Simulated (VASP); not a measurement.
A run of VASP 6.6.1 is set up as follows.

INCAR

```
PREC = Accurate ; ENCUT = 520
EDIFF = 1E-6 ; ISMEAR = 0
SIGMA = 0.1 ; LREAL = False
LASPH = True ; NELM = 80
ALGO = Fast ; ISIF = 2
LWAVE = False ; LCHARG = False
GGA = PE ; NBANDS = 24
```

The input KPOINTS:

```
Automatic mesh
0
Gamma
  6 6 6
```

Contents of POSCAR:

```
ScTa2
1.0
    4.8539169649      0.0000000000      0.0000000000
   -2.4269584824      4.2036153995      0.0000000000
    0.0000000000      0.0000000000      2.9237808359
Sc Ta
1 2
Direct
    0.0000000000      0.0000000000      0.0000000000
    0.6666666667      0.3333333333      0.5000000000
    0.3333333333      0.6666666667      0.5000000000
```

Potentials or basis: VASP PAW PBE potentials, release 64 (Sc_sv, Ta_pv).

Command:

```sh
$ cat potpaw_PBE.64/Sc_sv/POTCAR potpaw_PBE.64/Ta_pv/POTCAR > POTCAR
$ mpirun -np 1 vasp_std > vasp.out
```

(1) Predict the pressure.

Answers

(1) -0.1 GPa.
